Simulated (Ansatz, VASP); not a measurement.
One calculation of Si, two programs

File POSCAR:

```
Si
1.0
    0.0000000000      2.7296378481      2.6949479721
    2.7296378481      0.0000000000      2.6949479721
    2.7296378481      2.7296378481      0.0000000000
Si
2
Direct
    0.0000000000      0.0000000000      0.0000000000
    0.2500000000      0.2500000000      0.2500000000
```

The input INCAR.step1:

```
PREC = Accurate
ENCUT = 550
ISMEAR = 0
SIGMA = 0.01
LREAL = False
LASPH = True
NELM = 120
NBANDS = 11
GGA = PE
ALGO = Normal
EDIFF = 1E-5
LWAVE = True
LCHARG = False
GGA_COMPAT = False
```

File INCAR.step2:

```
PREC = Accurate
ENCUT = 550
EDIFF = 1E-6
ISMEAR = 0
SIGMA = 0.01
LREAL = False
LASPH = True
NELM = 120
ALGO = Normal
ISIF = 2
LWAVE = False
LCHARG = False
METAGGA = R2SCAN
LMIXTAU = True
NBANDS = 11
ISTART = 1
GGA_COMPAT = False
```

The input KPOINTS:

```
Automatic mesh
0
Gamma
  8 8 8
```

Input for Ansatz:

```yaml
crystal:
  lattice:
    - [0.0, 2.7296378481, 2.6949479721]
    - [2.7296378481, 0.0, 2.6949479721]
    - [2.7296378481, 2.7296378481, 0.0]
  atoms:
    - { symbol: Si, position: [0.0, 0.0, 0.0] }
    - { symbol: Si, position: [0.25, 0.25, 0.25] }
basis:
  ecutwfc: 500
kpoints:
  mp_grid: { grid: [8, 8, 8] }
  band_path:
    path:
      - [0.0, 0.0, 0.0]
      - [0.0, 0.0, 0.0]
      - [0.0, 0.0, 0.0]
      - [0.0, 0.0, 0.0]
      - [0.0, 0.0, 0.0]
      - [0.0, 0.0, 0.0]
      - [0.0, 0.0, 0.0]
      - [0.0, 0.0, 0.0]
      - [0.0, 0.0, 0.0]
      - [0.0, 0.0, 0.0]
      - [0.0, 0.0, 0.0]
      - [0.0, 0.0, 0.0]
      - [0.0, 0.0, 0.0]
      - [0.0, 0.0, 0.0]
      - [0.0, 0.0, 0.0]
      - [0.0, 0.0, 0.0]
      - [0.0, 0.0, 0.0]
      - [0.0, 0.0, 0.0]
      - [0.0, 0.0, 0.0]
      - [0.0, 0.0, 0.0]
      - [0.0, 0.0, 0.0]
      - [0.0, 0.0, 0.0]
      - [0.0, 0.0, 0.0]
      - [0.0, 0.0, 0.0]
      - [0.0, 0.0, 0.0]
      - [0.0, 0.0, 0.0]
      - [0.3, 0.3, 0.0]
      - [0.3166666667, 0.3166666667, 0.0]
      - [0.3333333333, 0.3333333333, 0.0]
      - [0.35, 0.35, 0.0]
      - [0.3666666667, 0.3666666667, 0.0]
      - [0.3833333333, 0.3833333333, 0.0]
      - [0.4, 0.4, 0.0]
      - [0.4166666667, 0.4166666667, 0.0]
      - [0.4333333333, 0.4333333333, 0.0]
      - [0.45, 0.45, 0.0]
      - [0.4666666667, 0.4666666667, 0.0]
      - [0.4833333333, 0.4833333333, 0.0]
      - [0.5, 0.5, 0.0]
      - [0.0, 0.3, 0.3]
      - [0.0, 0.3166666667, 0.3166666667]
      - [0.0, 0.3333333333, 0.3333333333]
      - [0.0, 0.35, 0.35]
      - [0.0, 0.3666666667, 0.3666666667]
      - [0.0, 0.3833333333, 0.3833333333]
      - [0.0, 0.4, 0.4]
      - [0.0, 0.4166666667, 0.4166666667]
      - [0.0, 0.4333333333, 0.4333333333]
      - [0.0, 0.45, 0.45]
      - [0.0, 0.4666666667, 0.4666666667]
      - [0.0, 0.4833333333, 0.4833333333]
      - [0.0, 0.5, 0.5]
      - [0.5, 0.5, 0.5]
      - [0.5, 0.5, 0.5]
      - [0.5, 0.5, 0.5]
      - [0.5, 0.5, 0.5]
      - [0.5, 0.5, 0.5]
      - [0.5, 0.5, 0.5]
      - [0.5, 0.5, 0.5]
      - [0.5, 0.5, 0.5]
      - [0.5, 0.5, 0.5]
      - [0.5, 0.5, 0.5]
      - [0.5, 0.5, 0.5]
      - [0.5, 0.5, 0.5]
      - [0.5, 0.5, 0.5]
      - [0.0, 0.0, 0.5]
      - [0.0, 0.0, 0.5]
      - [0.0, 0.0, 0.5]
      - [0.0, 0.0, 0.5]
      - [0.0, 0.0, 0.5]
      - [0.0, 0.0, 0.5]
      - [0.0, 0.0, 0.5]
      - [0.0, 0.0, 0.5]
      - [0.0, 0.0, 0.5]
      - [0.0, 0.0, 0.5]
      - [0.0, 0.0, 0.5]
      - [0.0, 0.0, 0.5]
      - [0.0, 0.0, 0.5]
    npoints: 1
hamiltonian:
  xc: r2scan
scf:
  occupations: { method: fixed }
  n_extra_bands: 5
output:
  eigenvalues: true
```

Alike in both runs: task single point; functional r2SCAN; k mesh 8 × 8 × 8; no spin polarisation.

|  | VASP | Ansatz |
| --- | --- | --- |
| version | VASP 6.6.1 | Ansatz 0.2.0 |
| potentials or method | VASP PAW PBE potentials, release 64 (Si), cutoff 550 eV | scalar-relativistic, plane waves, PAW |
| occupations | gaussian, width 0.01 eV | fixed |
| valence electrons in the cell | 8 | 8 |

Ansatz gave:

```
gap on the k mesh at the Fermi level (eV) : 0.66
least direct gap on the mesh (eV)         : 2.64
```

Estimate VASP's values.

gap on the k mesh at the Fermi level (eV): 0.67; least direct gap on the mesh (eV): 2.66.

VASP's potentials were made for PBE, not for r2SCAN.
